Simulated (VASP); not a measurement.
Input of a VASP 6.6.1 run:

INCAR

```
PREC = Accurate
ENCUT = 520
EDIFF = 1E-8
ISMEAR = -1
SIGMA = 0.08
LREAL = F
LASPH = T
NELM = 80
ALGO = Normal
ISIF = 2
LWAVE = F
LCHARG = F
GGA = PE
LEFG = T
NBANDS = 13
```

The input KPOINTS:

```
Automatic mesh
0
Gamma
  17 17 17
```

Contents of POSCAR:

```
Mo
1.0
   -0.0201500000      2.0049250000      2.0049250000
    2.0049250000     -0.0201500000      2.0049250000
    2.0049250000      2.0049250000     -0.0201500000
Mo
1
Direct
    0.0000000000      0.0000000000      0.0000000000
```

Potentials or basis: VASP PAW PBE potentials, release 64 (Mo_sv).

Command:

```bash
$ cat potpaw_PBE.64/Mo_sv/POTCAR > POTCAR
$ mpirun -np 1 vasp_std > vasp.out
```

Problem. What does it give for the pressure?

Solution. -4.1 GPa.

Problem. Predict the band gap on the k mesh.

Solution. Zero (band 7 reaches 15.23 eV, above the bottom of band 8 at 10.84 eV).

Stress tensor (GPa, compression positive):
```
-4.13 -0.47 -0.47
-0.47 -4.13 -0.47
-0.47 -0.47 -4.13
```

Caveat: the cell differs from its parent crystal (equal xy, yz and zx shear strains of -1 %); without QUAD_EFG the Cq values of the log hold for a quadrupole moment of 1 mb, not for the nuclei.
